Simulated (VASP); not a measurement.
# SiC (F-43m) in VASP: single point with PBEsol

Aim: the single point of SiC with PBEsol.

Program: VASP 6.6.1. These are calculated values, not measurements. Logs are shortened: lines on timing, memory, paths and dates and some standing lists are left out, and cuts for length are marked.

### 1 The cell of the first run

The structure is cubic, space group F-43m (No. 216). The conventional cell has a = 4.348 Å, b = 4.348 Å, c = 4.348 Å, α = 90.00°, β = 90.00°, γ = 90.00°. Within 2.5 Å of Si (site symmetry -43m) lie 4 C at 1.88 Å. Within 2.5 Å of C (site symmetry -43m) lie 4 Si at 1.88 Å.

### 2 Single point, PBEsol

Contents of INCAR:

```
SYSTEM = SiC
PREC     = Accurate       ! precision mode
ENCUT    = 600            ! plane-wave cutoff, eV
EDIFF    = 1E-6           ! SCF threshold, eV
ISMEAR   = 0              ! smearing method
SIGMA    = 0.1            ! smearing width, eV
LREAL    = .FALSE.        ! projectors in reciprocal space
LASPH    = .TRUE.         ! aspherical terms in the spheres
NELM     = 120            ! most SCF steps
ALGO     = Normal         ! electronic algorithm
ISIF     = 2              ! what is computed and relaxed
LWAVE    = .FALSE.        ! write WAVECAR
LCHARG   = .FALSE.        ! write CHGCAR
GGA      = PS             ! functional
NBANDS   = 11             ! bands
GGA_COMPAT= .FALSE.
```

Contents of KPOINTS:

```
Automatic mesh
0
G
  8 8 8
  0 0 0
```

Contents of POSCAR:

```
SiC
1.0
    0.0000000000      2.1740000000      2.1740000000
    2.1740000000      0.0000000000      2.1740000000
    2.1740000000      2.1740000000      0.0000000000
Si C
1 1
Direct
    0.0000000000      0.0000000000      0.0000000000
    0.7500000000      0.7500000000      0.7500000000
```

Potentials or basis: VASP PAW PBE potentials, release 64 (Si, C).

Command:

```console
$ cat potpaw_PBE.64/Si/POTCAR potpaw_PBE.64/C/POTCAR > POTCAR
$ mpirun -np 1 vasp_std > vasp.out
```

OUTCAR:

```text
SYSTEM = SiC
   PREC = Accurate
   ENCUT = 600
   EDIFF = 1E-6
   ISMEAR = 0
   LREAL = .FALSE.
   LASPH = .TRUE.
   NELM = 120
   ISIF = 2
   GGA = PS

 ion  position               nearest neighbor table
   1  0.000  0.000  0.000-   2 1.88   2 1.88   2 1.88   2 1.88
   2  0.750  0.750  0.750-   1 1.88   1 1.88   1 1.88   1 1.88

  LATTYP: Found a face centered cubic cell.
 ALAT       =     4.3480000000

  Lattice vectors:

 A1 = (   0.0000000000,   2.1740000000,   2.1740000000)
 A2 = (   2.1740000000,   0.0000000000,   2.1740000000)
 A3 = (   2.1740000000,   2.1740000000,   0.0000000000)

Analysis of symmetry for initial positions (statically):
=====================================================================
 Subroutine PRICEL returns:
 Original cell was already a primitive cell.

 Routine SETGRP: Setting up the symmetry group for a
 face centered cubic supercell.

 Subroutine GETGRP returns: Found 24 space group operations
 (whereof 24 operations were pure point group operations)
 out of a pool of 48 trial point group operations.

The static configuration has the point symmetry T_d .

Analysis of symmetry for dynamics (positions and initial velocities):
=====================================================================
 Subroutine PRICEL returns:
 Original cell was already a primitive cell.

 Routine SETGRP: Setting up the symmetry group for a
 face centered cubic supercell.

 Subroutine GETGRP returns: Found 24 space group operations
 (whereof 24 operations were pure point group operations)
 out of a pool of 48 trial point group operations.

The dynamic configuration has the point symmetry T_d .

 Subroutine INISYM returns: Found 24 space group operations
 (whereof 24 operations are pure point group operations),
 and found     1 'primitive' translations

----------------------------------------------------------------------------------------

                                     Primitive cell

  volume of cell :      20.5498

  direct lattice vectors                    reciprocal lattice vectors
     0.000000000  2.174000000  2.174000000    -0.229990800  0.229990800  0.229990800
     2.174000000  0.000000000  2.174000000     0.229990800 -0.229990800  0.229990800
     2.174000000  2.174000000  0.000000000     0.229990800  0.229990800 -0.229990800

  length of vectors
     3.074500285  3.074500285  3.074500285     0.398355752  0.398355752  0.398355752

  position of ions in fractional coordinates (direct lattice)
     0.000000000  0.000000000  0.000000000
     0.750000000  0.750000000  0.750000000

  ion indices of the primitive-cell ions
   primitive index   ion index
                 1           1
                 2           2

----------------------------------------------------------------------------------------

 KPOINTS: Automatic mesh

Automatic generation of k-mesh.
 Grid dimensions read from file:
 generate k-points for:    8    8    8

 Generating k-lattice:

  Cartesian coordinates                     Fractional coordinates (reciprocal lattice)
    -0.028748850  0.028748850  0.028748850     0.125000000  0.000000000  0.000000000
     0.028748850 -0.028748850  0.028748850     0.000000000  0.125000000  0.000000000
     0.028748850  0.028748850 -0.028748850     0.000000000  0.000000000  0.125000000

  Length of vectors
     0.049794469  0.049794469  0.049794469

  Shift w.r.t. Gamma in fractional coordinates (k-lattice)
     0.000000000  0.000000000  0.000000000

 Subroutine IBZKPT returns following result:
 ===========================================

 Found     29 irreducible k-points:

 Following reciprocal coordinates:
            Coordinates               Weight
  0.000000  0.000000  0.000000      1.000000
  0.125000  0.000000  0.000000      8.000000
  0.250000  0.000000  0.000000      8.000000
  0.375000  0.000000  0.000000      8.000000
  0.500000  0.000000  0.000000      4.000000
  0.125000  0.125000  0.000000      6.000000
[... 16 lines left out ...]
  0.500000  0.250000  0.125000     48.000000
 -0.375000  0.250000  0.125000     24.000000
 [... further k-points ...]
   k-points           NKPTS =     29   k-points in BZ     NKDIM =     29   number of bands    NBANDS=     11
   number of dos      NEDOS =    301   number of ions     NIONS =      2
   total plane-waves  NPLWV =  21952
   dimension x,y,z NGX =    28 NGY =   28 NGZ =   28
   dimension x,y,z NGXF=    56 NGYF=   56 NGZF=   56
   ions per type =               1   1
   NGX,Y,Z   is equivalent  to a cutoff of  15.14, 15.14, 15.14 a.u.
   NGXF,Y,Z  is equivalent  to a cutoff of  30.28, 30.28, 30.28 a.u.
 SYSTEM =  SiC
   PREC   = accura    normal or accurate (medium, high low for compatibility)
   ISTART =      0    job   : 0-new  1-cont  2-samecut
   ICHARG =      2    charge: 1-file 2-atom 10-const
   ISPIN  =      1    spin polarized calculation?
   LNONCOLLINEAR =      F non collinear calculations
   LSORBIT =      F    spin-orbit coupling
   LASPH  =      T    aspherical Exc in radial PAW
   ENCUT  =  600.0 eV  44.10 Ry    6.64 a.u.   6.14  6.14  6.14*2*pi/ulx,y,z
   NELM   =    120;   NELMIN=  2; NELMDL= -5     # of ELM steps
   EDIFF  = 0.1E-05   stopping-criterion for ELM
   LREAL  =      F    real-space projection
   EDIFFG = 0.1E-04   stopping-criterion for IOM
   NSW    =      0    number of steps for IOM
   IBRION =     -1    ionic relax: 0-MD 1-quasi-New 2-CG
   NFREE  =      0    steps in history (QN), initial steepest desc. (CG)
   ISIF   =      2    stress and relaxation
   ISYM   =      2    0-nonsym 1-usesym 2-fastsym
   POTIM  = 0.5000    time-step for ionic-motion
   TEBEG  =    0.0;   TEEND  =   0.0 temperature during run
   PSTRESS=    0.0 pullay stress
   NELECT =       8.0000    total number of electrons
   NUPDOWN=      -1.0000    fix difference up-down
   EMIN   =  10.00;   EMAX   =-10.00  energy-range for DOS
   EFERMI =   0.00;   METHOD = LEGACY
   ISMEAR =     0;   SIGMA  =   0.10  broadening in eV -4-tet -1-fermi 0-gaus
   EFERMI_NEDOS =   21; number of points for ismear=-14 and -15
   IALGO  =     38    algorithm
   IMIX   =      4    mixing-type and parameters
     AMIX     =   0.40;   BMIX     =  1.00
     AMIX_MAG =   1.60;   BMIX_MAG =  1.00
  volume/ion in A,a.u.               =      10.27        69.34
  Fermi-wavevector in a.u.,A,eV,Ry     =   1.195369  2.258920 19.441458  1.428907
  Thomas-Fermi vector in A             =   2.331336
   LORBIT       =      0    0 simple, 1 ext, 2 COOP (PROOUT), +10 PAW based schemes
   GGA     = PS    functional components
   LHFCALC =     F    Hartree Fock is set to
   AEXX    =    0.0000 exact exchange contribution
   IVDW    =     0    specifies the selected vdW correction
   LEPSILON=     F    determine dielectric tensor
   LRPA    =     F    only Hartree local field effects (RPA)
 non-spin polarized calculation
 Gauss-broadening in eV      SIGMA  =   0.10
  energy-cutoff  :      600.00
  volume of cell :       20.55
 maximum number of plane-waves:       701
 NGX is ok and might be reduce to    28
   NGX = 13   NGY = 13   NGZ = 13

 number of electron       8.0000000 magnetization

 Free energy of the ion-electron system (eV)
  ---------------------------------------------------
  ext. energy  EPLUGINS =         0.00000000
  ---------------------------------------------------
  free energy    TOTEN  =       -15.91410001 eV

  energy without entropy =      -15.91410001  energy(sigma->0) =      -15.91410001

 E-fermi :   8.6563     XC(G=0): -11.5343

 val. band max:        8.1345277753   @ k =   0.0000   0.0000   0.0000
 cond. band min:       9.3615107961   @ k =   0.5000   0.5000   0.0000
 fundamental gap:      1.2269830208
 Fermi energy:         8.6562668384

 k-point     1 :       0.0000    0.0000    0.0000
  band No.  band energies     occupation
      1      -7.3443      2.00000
      2       8.1345      2.00000
      3       8.1345      2.00000
      4       8.1345      2.00000
      5      14.4012      0.00000
      6      15.4243      0.00000
      7      15.4243      0.00000
      8      15.4243      0.00000
      9      22.6311      0.00000
     10      22.6311      0.00000
     11      24.5034      0.00000

 k-point     2 :       0.1250    0.0000    0.0000
  band No.  band energies     occupation
      1      -7.0367      2.00000
      2       6.6394      2.00000
      3       7.9318      2.00000
      4       7.9318      2.00000
      5      14.6119      0.00000
      6      15.7783      0.00000
      7      15.7783      0.00000
      8      15.9717      0.00000
      9      21.3705      0.00000
     10      21.3705      0.00000
     11      24.0383      0.00000

 k-point     3 :       0.2500    0.0000    0.0000
  band No.  band energies     occupation
      1      -6.1361      2.00000
      2       3.8069      2.00000
      3       7.5242      2.00000
      4       7.5242      2.00000
      5      14.1197      0.00000
      6      16.0147      0.00000
      7      16.0147      0.00000
      8      17.4706      0.00000
      9      21.2014      0.00000
     10      21.2014      0.00000
     11      23.1323      0.00000

 k-point     4 :       0.3750    0.0000    0.0000
  band No.  band energies     occupation
      1      -4.7611      2.00000
      2       1.0372      2.00000
      3       7.1958      2.00000
      4       7.1958      2.00000
      5      13.7101      0.00000
      6      15.5633      0.00000
      7      15.5633      0.00000
      8      18.0803      0.00000
      9      23.2160      0.00000
     10      23.2160      0.00000
     11      23.5597      0.00000

 k-point     5 :       0.5000    0.0000    0.0000
  band No.  band energies     occupation
      1      -3.7139      2.00000
      2      -0.5027      2.00000
      3       7.0765      2.00000
      4       7.0765      2.00000
      5      13.5705      0.00000
      6      15.3016      0.00000
      7      15.3016      0.00000
      8      18.0874      0.00000
      9      24.2279      0.00000
     10      25.3450      0.00000
     11      25.3450      0.00000
[... 211 lines left out ...]
 k-point    21 :       0.5000    0.5000    0.0000
  band No.  band energies     occupation
      1      -2.2436      2.00000
      2       0.2788      2.00000
      3       4.9112      2.00000
      4       4.9112      2.00000
      5       9.3615      0.00000
      6      12.3571      0.00000
      7      22.1675      0.00000
      8      22.1675      0.00000
      9      22.9087      0.00000
     10      28.2554      0.00000
     11      30.3868      0.00000

 k-point    22 :       0.3750    0.2500    0.1250
  band No.  band energies     occupation
      1      -5.3530      2.00000
      2       3.6318      2.00000
      3       5.2344      2.00000
      4       6.8485      2.00000
      5      13.4289      0.00000
      6      15.7251      0.00000
      7      16.5775      0.00000
      8      18.1935      0.00000
      9      20.3469      0.00000
     10      24.0967      0.00000
     11      27.5039      0.00000

 k-point    23 :       0.5000    0.2500    0.1250
  band No.  band energies     occupation
      1      -4.0305      2.00000
      2       1.5719      2.00000
      3       4.4955      2.00000
      4       6.1856      2.00000
      5      13.3566      0.00000
      6      15.6935      0.00000
      7      17.3129      0.00000
      8      18.5644      0.00000
      9      21.4922      0.00000
     10      24.5959      0.00000
     11      27.4072      0.00000

 k-point    24 :      -0.3750    0.2500    0.1250
  band No.  band energies     occupation
      1      -3.0568      2.00000
      2       0.2217      2.00000
      3       4.3883      2.00000
      4       5.8413      2.00000
      5      13.2960      0.00000
      6      15.3747      0.00000
      7      18.2724      0.00000
      8      19.1155      0.00000
      9      21.5237      0.00000
     10      24.3212      0.00000
     11      27.3840      0.00000

 [... further k-points ...]
[... 5 lines left out ...]
  --------------------------------------------------------------------------------------
  -------------------------------------------------------------------------------------
  Total        0.2048510      0.2048510      0.2048510      0.0000000      0.0000000     -0.0000000
  in kB       15.9712944     15.9712944     15.9712944      0.0000000      0.0000000     -0.0000000
  external PRESSURE =      15.9712944 kB  Pullay stress =       0.0000000 kB

 VOLUME and BASIS-vectors are now :
 -----------------------------------------------------------------------------
  energy-cutoff  :      600.00
  volume of cell :       20.55
      direct lattice vectors                 reciprocal lattice vectors
     0.000000000  2.174000000  2.174000000    -0.229990800  0.229990800  0.229990800
     2.174000000  0.000000000  2.174000000     0.229990800 -0.229990800  0.229990800
     2.174000000  2.174000000  0.000000000     0.229990800  0.229990800 -0.229990800

 POSITION                                       TOTAL-FORCE (eV/Angst)
 -----------------------------------------------------------------------------------
      0.00000      0.00000      0.00000        -0.000000     -0.000000     -0.000000
      3.26100      3.26100      3.26100         0.000000      0.000000      0.000000
 -----------------------------------------------------------------------------------
    total drift:                                0.000000      0.000000      0.000000

  FREE ENERGIE OF THE ION-ELECTRON SYSTEM (eV)
  ---------------------------------------------------
  free  energy   TOTEN  =       -15.9141000112 eV

  energy  without entropy=      -15.9141000112  energy(sigma->0) =      -15.91410001
```

Wall time 9 s (1 thread of Intel Xeon Platinum 8375C at 2.90GHz (Ice Lake), shared host); peak memory 0.15 GiB.

What came out:

* Free energy: -15.9141 eV
* Pressure: 1.6 GPa
* Band gap on the k mesh: 1.23 eV (least direct gap 4.45 eV)

Levels at points of the mesh, in eV from the valence-band top:
| k point | band 1 | band 2 | band 3 | band 4 | band 5 | band 6 | band 7 | band 8 | band 9 |
| --- | --- | --- | --- | --- | --- | --- | --- | --- | --- |
| (0.00, 0.00, 0.00) | -15.48 | 0.00 | 0.00 | 0.00 | 6.27 | 7.29 | 7.29 | 7.29 | 14.50 |
| (0.50, 0.00, 0.00) | -11.85 | -8.64 | -1.06 | -1.06 | 5.44 | 7.17 | 7.17 | 9.95 | 16.09 |
| (0.50, 0.50, 0.00) | -10.38 | -7.86 | -3.22 | -3.22 | 1.23 | 4.22 | 14.03 | 14.03 | 14.77 |

Caveat: the PAW data sets were made with another functional, which shifts forces and pressure a little. A k mesh can miss the band edges.
